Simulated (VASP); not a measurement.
# ZnSi23O48 (a cell with a defect) in VASP: single point with PBEsol

Aim: the single point of ZnSi23O48 (a cell with a defect) with PBEsol.

All numbers are computed with VASP 6.6.1; they aren't measurements. Logs are shortened: lines on timing, memory, paths and dates and some standing lists are left out, and cuts for length are marked.

### 1 The cell of the first run

The cell holds a defect, 72 atoms: a = 9.902 Å, b = 9.902 Å, c = 10.886 Å, α = 90.00°, β = 90.00°, γ = 120.00°.

### 2 Single point, PBEsol, collinear spin

Contents of INCAR:

```
  ALGO = Normal
  EDIFF = 1E-6
  ENCUT = 520
  GGA = PS
  GGA_COMPAT = F
  ISIF = 2
  ISMEAR = -1
  ISPIN = 2
  LASPH = T
  LCHARG = F
  LORBIT = 11
  LREAL = Auto
  LWAVE = F
  MAGMOM = 0 0 0 0 0 0 0 0 0 0 0 0 0 0 0 0 0 0 0 0 0 0 0 0.2 0 0.2 0 0 0 0 0 0 0 0 0 0 0 0 0 0 0.2 0 0 0 0 0 0 0 0.2 0 0 0 0 0 0 0 0 0 0 0 0 0 0 0 0 0.2 0 0 0 0 0 0
  NBANDS = 242
  NELECT = 393.0
  NELM = 200
  PREC = Accurate
  SIGMA = 0.05
```

Contents of KPOINTS:

```
k-points
0
Gamma
  1 1 1
```

Contents of POSCAR:

```
ZnSi23O48
1.0
    9.9016390000      0.0000000000      0.0000000000
   -4.9508190000      8.5750710000      0.0000000000
    0.0000000000      0.0000000000     10.8858800000
Si Zn O
23 1 48
Direct
    0.2393430000      0.0028470000      0.1688020000
    0.2325950000      0.0079010000      0.6729510000
    0.2303500000      0.4985620000      0.1675770000
    0.2294970000      0.5122090000      0.6647410000
    0.7302350000      0.9955480000      0.1685610000
    0.7367050000      0.9988650000      0.6677410000
    0.7354480000      0.4957500000      0.1661300000
    0.7357040000      0.4898950000      0.6611980000
    0.0078350000      0.2319680000      0.3274690000
    0.0032410000      0.2392720000      0.8314280000
    0.9988720000      0.7366750000      0.3326650000
    0.9959140000      0.7301960000      0.8317090000
    0.5123040000      0.2292370000      0.3354110000
    0.4990830000      0.2303850000      0.8328050000
    0.4898500000      0.7354560000      0.3389790000
    0.4959510000      0.7351250000      0.8341770000
    0.2685410000      0.2683010000      0.0001140000
    0.2621950000      0.7646940000      0.0002780000
    0.2595070000      0.7747790000      0.5066340000
    0.7653060000      0.2622250000      0.0001440000
    0.7748590000      0.2593720000      0.4937140000
    0.7575260000      0.7572680000      0.0001180000
    0.7577580000      0.7577490000      0.5001600000
    0.2771230000      0.2769000000      0.5001580000
    0.2120650000      0.1347390000      0.1049470000
    0.2018820000      0.1467710000      0.6381120000
    0.2038430000      0.6324770000      0.1060680000
    0.2019190000      0.6557040000      0.6230710000
    0.7038540000      0.1286140000      0.1052850000
    0.7075220000      0.1284910000      0.6020840000
    0.7007220000      0.6252980000      0.1064350000
    0.7041060000      0.6218750000      0.6025770000
    0.3730340000      0.0701960000      0.2737910000
    0.3669870000      0.0631960000      0.7799380000
    0.3574470000      0.5751210000      0.2770920000
    0.3602870000      0.5757770000      0.7745490000
    0.8639660000      0.0703770000      0.2724130000
    0.8695140000      0.0759690000      0.7732590000
    0.8694920000      0.5743970000      0.2706030000
    0.8664070000      0.5678570000      0.7692750000
    0.4610310000      0.2849110000      0.4549900000
    0.4292010000      0.2972730000      0.9367470000
    0.4199840000      0.7983550000      0.4454960000
    0.4255250000      0.7954940000      0.9417560000
    0.9403990000      0.2863930000      0.4433650000
    0.9272960000      0.2927280000      0.9401860000
    0.9181520000      0.7916660000      0.4350080000
    0.9179990000      0.7847620000      0.9383770000
    0.1465360000      0.2010250000      0.3624640000
    0.1350920000      0.2118490000      0.8952000000
    0.1284820000      0.7075130000      0.3983830000
    0.1287230000      0.7034290000      0.8950420000
    0.6557190000      0.2016430000      0.3772870000
    0.6329860000      0.2039880000      0.8944390000
    0.6220020000      0.7041410000      0.3976230000
    0.6256290000      0.7004680000      0.8937290000
    0.0632530000      0.3662750000      0.2204150000
    0.0705410000      0.3730180000      0.7264900000
    0.0759640000      0.8692240000      0.2269500000
    0.0710010000      0.8641200000      0.7280260000
    0.5759920000      0.3597890000      0.2254160000
    0.5755390000      0.3574230000      0.7232560000
    0.5677000000      0.8660740000      0.2308170000
    0.5745450000      0.8695980000      0.7300250000
    0.2973280000      0.4288610000      0.0635570000
    0.2847040000      0.4607910000      0.5449710000
    0.2927660000      0.9267750000      0.0601260000
    0.2868660000      0.9404550000      0.5569520000
    0.7963770000      0.4255850000      0.0587890000
    0.7985650000      0.4199940000      0.5546560000
    0.7848490000      0.9176560000      0.0619200000
    0.7915140000      0.9180430000      0.5653440000
```

Potentials or basis: VASP PAW PBE potentials, release 64 (Si, Zn, O).

Started as:

```
$ cat potpaw_PBE.64/Si/POTCAR potpaw_PBE.64/Zn/POTCAR potpaw_PBE.64/O/POTCAR > POTCAR
$ mpirun -np 1 vasp_gam > vasp.out
```

OUTCAR:

```text
EDIFF = 1E-6
   ENCUT = 520
   GGA = PS
   ISIF = 2
   ISMEAR = -1
   ISPIN = 2
   LASPH = T
   LORBIT = 11
   LREAL = Auto
   NELECT = 393.0
   NELM = 200
   PREC = Accurate

 ion  position               nearest neighbor table
   1  0.239  0.003  0.169-  25 1.62  33 1.62  59 1.62  67 1.63  18 3.08  11 3.09  13 3.09  17 3.10

   2  0.233  0.008  0.673-  26 1.60  60 1.63  68 1.64  34 1.64  14 3.01  19 3.05  12 3.10
   3  0.230  0.499  0.168-  57 1.62  27 1.62  35 1.62  65 1.63   9 3.01  17 3.09  18 3.09  15 3.09

   4  0.229  0.512  0.665-  66 1.59  58 1.63  36 1.64  28 1.64  19 3.01  16 3.07  10 3.09
   5  0.730  0.996  0.169-  37 1.61  29 1.62  63 1.62  71 1.63  20 3.09   9 3.10  15 3.10  22 3.10
[... 31 lines left out ...]
  22  0.758  0.757  0.000-  48 1.62  71 1.62  31 1.62  56 1.62  16 3.07   7 3.07  12 3.10   5 3.10

  23  0.758  0.758  0.500-  72 1.61  47 1.61  32 1.62  55 1.62  11 3.09   6 3.09   8 3.09  15 3.09

  24  0.277  0.277  0.500-  41 1.85  66 1.85  26 1.87  49 1.87
  25  0.212  0.135  0.105-   1 1.62  17 1.62
  26  0.202  0.147  0.638-   2 1.60  24 1.87
  27  0.204  0.632  0.106-  18 1.62   3 1.62
  28  0.202  0.656  0.623-  19 1.63   4 1.64
  29  0.704  0.129  0.105-   5 1.62  20 1.62
  30  0.708  0.128  0.602-   6 1.62  21 1.63
[... 40 lines left out ...]
  71  0.785  0.918  0.062-  22 1.62   5 1.63
  72  0.792  0.918  0.565-  23 1.61   6 1.62

  LATTYP: Found a hexagonal cell.
 ALAT       =     9.9016390000
 C/A-ratio  =     1.0994018263

  Lattice vectors:

 A1 = (   9.9016390000,   0.0000000000,   0.0000000000)
 A2 = (  -4.9508190000,   8.5750710000,   0.0000000000)
 A3 = (   0.0000000000,   0.0000000000,  10.8858800000)

Analysis of symmetry for initial positions (statically):
=====================================================================
 Subroutine PRICEL returns:
 Original cell was already a primitive cell.

 Routine SETGRP: Setting up the symmetry group for a
 hexagonal supercell.

 Subroutine GETGRP returns: Found  1 space group operations
 (whereof  1 operations were pure point group operations)
 out of a pool of 24 trial point group operations.

The static configuration has the point symmetry C_1 .

Analysis of symmetry for dynamics (positions and initial velocities):
=====================================================================
 Subroutine PRICEL returns:
 Original cell was already a primitive cell.

 Routine SETGRP: Setting up the symmetry group for a
[... 275 lines left out ...]

 Free energy of the ion-electron system (eV)
  ---------------------------------------------------
  ext. energy  EPLUGINS =         0.00000000
  ---------------------------------------------------
  free energy    TOTEN  =      -577.18566846 eV

  energy without entropy =     -577.15574873  energy(sigma->0) =     -577.17070860

 E-fermi :   1.7152     XC(G=0):  -9.3871

 val. band max:        1.5785129072   @ k =   0.0000   0.0000   0.0000
 cond. band min:       1.8397677486   @ k =   0.0000   0.0000   0.0000
 fundamental gap:      0.2612548414
 Fermi energy:         1.7151966912

 spin component 1

 k-point     1 :       0.0000    0.0000    0.0000
  band No.  band energies     occupation
      1     -18.5825      1.00000
      2     -18.1696      1.00000
      3     -18.1447      1.00000
      4     -18.1430      1.00000
      5     -18.1312      1.00000
      6     -18.0686      1.00000
[... 200 lines left out ...]
    207       9.4015      0.00000
    208       9.4323      0.00000
 Fermi energy:         1.7151966912

 spin component 2

 k-point     1 :       0.0000    0.0000    0.0000
  band No.  band energies     occupation
      1     -18.5798      1.00000
      2     -18.1688      1.00000
      3     -18.1431      1.00000
      4     -18.1408      1.00000
      5     -18.1302      1.00000
      6     -18.0639      1.00000
[... 200 lines left out ...]
    207       9.4130      0.00000
    208       9.4386      0.00000
 [bands above 208 left out]

------------------------ aborting loop because EDIFF is reached ----------------------------------------

  FORCE on cell =-STRESS in cart. coord.  units (eV):
  Direction    XX          YY          ZZ          XY          YZ          ZX
  --------------------------------------------------------------------------------------
  -------------------------------------------------------------------------------------
  Total       14.3354633     12.4326310     13.6763520     -1.6447890     -0.7102754      1.1975552
  in kB       24.8492886     21.5508930     23.7067760     -2.8510998     -1.2312011      2.0758585
  external PRESSURE =      23.3689859 kB  Pullay stress =       0.0000000 kB

 VOLUME and BASIS-vectors are now :
 -----------------------------------------------------------------------------
  energy-cutoff  :      520.00
  volume of cell :      924.29
      direct lattice vectors                 reciprocal lattice vectors
     9.901639000  0.000000000  0.000000000     0.100993381  0.058308549  0.000000000
    -4.950819000  8.575071000  0.000000000     0.000000000  0.116617110  0.000000000
     0.000000000  0.000000000 10.885880000     0.000000000  0.000000000  0.091862119

 POSITION                                       TOTAL-FORCE (eV/Angst)
 -----------------------------------------------------------------------------------
      2.35579      0.02441      1.83756        -0.018591      0.012200      0.001595
      2.26396      0.06775      7.32566         0.032994     -0.057134     -0.006147
     -0.18745      4.27520      1.82422         0.006105      0.008175     -0.027729
     -0.26346      4.39223      7.23629        -0.018431     -0.025290      0.028966
      2.30175      8.53689      1.83493        -0.033910     -0.011840     -0.015913
      2.34939      8.56534      7.26895         0.000636     -0.000318      0.009975
[... 64 lines left out ...]
      3.22814      7.86897      0.67405         0.005978      0.021781      0.002718
      3.29222      7.87228      6.15427         0.001994      0.024297      0.001026
 -----------------------------------------------------------------------------------
    total drift:                               -0.004586     -0.013933     -0.001948

  FREE ENERGIE OF THE ION-ELECTRON SYSTEM (eV)
  ---------------------------------------------------
  free  energy   TOTEN  =      -577.1856684646 eV

  energy  without entropy=     -577.1557487315  energy(sigma->0) =     -577.17070860

 total charge

# of ion       s       p       d       tot
------------------------------------------
    1        0.646   0.999   0.000   1.645
    2        0.658   1.004   0.000   1.663
    3        0.649   1.000   0.000   1.649
    4        0.658   1.008   0.000   1.666
    5        0.647   1.000   0.000   1.647
    6        0.649   1.006   0.000   1.655
[... 64 lines left out ...]
   71        1.544   3.681   0.000   5.225
   72        1.545   3.690   0.000   5.235
--------------------------------------------------
tot         89.663 199.681   9.868 299.212

 magnetization (x)

# of ion       s       p       d       tot
------------------------------------------
    1       -0.000  -0.000   0.000  -0.000
    2       -0.001  -0.000   0.000  -0.001
    3       -0.000   0.000   0.000   0.000
    4       -0.001  -0.001   0.000  -0.002
    5        0.000   0.000   0.000   0.001
    6       -0.000  -0.000   0.000  -0.000
[... 64 lines left out ...]
   71       -0.000   0.000   0.000   0.000
   72        0.000   0.000   0.000   0.000
--------------------------------------------------
tot          0.001   0.679   0.155   0.834
```

It took 44 min on 1 thread of Intel Xeon 8259CL, shared host; peak memory 1.4 GiB.

What came out:

```
Free energy                                           : -577.1857 eV
Largest force                                         : 0.105 eV/Å
Net moment                                            : 0.99 μB per cell
Site moments                                          : Si -0.00, +0.00 (each value once); Zn +0.15; O +0.00, +0.15, +0.01, -0.00 (each value once) μB
Valence electrons inside the program's atomic spheres : Si 1.65, 1.66, 1.67, 1.64 (each value once); Zn 11.00; O 5.23, 5.08, 5.21, 5.22, 5.09, 5.24 (each value once)
```

Forces on the atoms (eV/Å):
```
Si  -0.019  0.012  0.002
Si   0.033 -0.057 -0.006
Si   0.006  0.008 -0.028
Si  -0.018 -0.025  0.029
Si  -0.034 -0.012 -0.016
Si   0.001  0.000  0.010
Si  -0.013  0.004 -0.008
Si  -0.016  0.001 -0.015
Si  -0.059 -0.011  0.009
Si   0.018 -0.014 -0.001
Si   0.003 -0.003 -0.008
Si   0.010 -0.032  0.023
Si  -0.009 -0.029 -0.036
Si   0.001  0.005  0.027
Si   0.015 -0.011  0.018
Si   0.008 -0.004  0.019
Si   0.000 -0.003  0.003
Si   0.002  0.016 -0.006
Si   0.026  0.013 -0.027
Si   0.007  0.003  0.005
Si  -0.006  0.021  0.014
Si   0.007  0.021  0.001
Si   0.002  0.002 -0.010
Zn  -0.019 -0.019  0.000
O   -0.026  0.008  0.008
O   -0.089  0.041  0.036
O   -0.023 -0.004  0.006
O   -0.033  0.016  0.019
O   -0.025  0.005  0.001
O   -0.034  0.010 -0.009
O   -0.023 -0.001  0.007
O   -0.019  0.000  0.006
O    0.037 -0.007  0.009
O    0.004 -0.045 -0.008
O    0.008 -0.024  0.000
O    0.008 -0.039 -0.014
O    0.013 -0.004  0.027
O    0.011 -0.021  0.008
O    0.014 -0.020  0.006
O    0.011 -0.022  0.000
O    0.077  0.052  0.034
O    0.030  0.014 -0.012
O   -0.005  0.019  0.010
O    0.015  0.018 -0.003
O    0.035  0.011 -0.003
O    0.016  0.014  0.007
O    0.016  0.015  0.003
O    0.019  0.017 -0.006
O    0.071 -0.052 -0.040
O    0.013 -0.017 -0.010
O    0.024 -0.027  0.009
O    0.011 -0.020 -0.005
O    0.034 -0.024 -0.010
O    0.013 -0.016 -0.008
O    0.017 -0.018  0.001
O    0.013 -0.019 -0.007
O   -0.041 -0.014  0.009
O   -0.027  0.025 -0.008
O   -0.024 -0.004 -0.005
O   -0.012  0.003 -0.024
O   -0.040 -0.012  0.014
O   -0.025 -0.001 -0.008
O   -0.022 -0.001 -0.003
O   -0.025  0.002 -0.008
O   -0.002  0.031  0.011
O    0.009  0.090 -0.032
O    0.008  0.019 -0.007
O   -0.012  0.037  0.006
O    0.010  0.021 -0.004
O    0.017  0.009 -0.005
O    0.006  0.022  0.003
O    0.002  0.024  0.001
```

Levels at points of the mesh, in eV from the Fermi level:
Spin up:
```csv
k point,band 195,band 196,band 197,band 198,band 199,band 200
"(0.00, 0.00, 0.00)",-0.37,-0.31,-0.28,4.71,6.66,6.67
```
Spin down:
```csv
k point,band 193,band 194,band 195,band 196,band 197,band 198,band 199,band 200
"(0.00, 0.00, 0.00)",-0.55,-0.36,-0.24,-0.14,0.12,4.72,6.67,6.67
```

Caveat: the k points lie up to 0.73 Å⁻¹ apart; the cell carries a net charge on a neutralising background, which shifts energy and pressure; the cell is charged against a uniform background, so pressure and absolute levels hang on convention; the PAW data sets were made with another functional, which shifts forces and pressure a little.
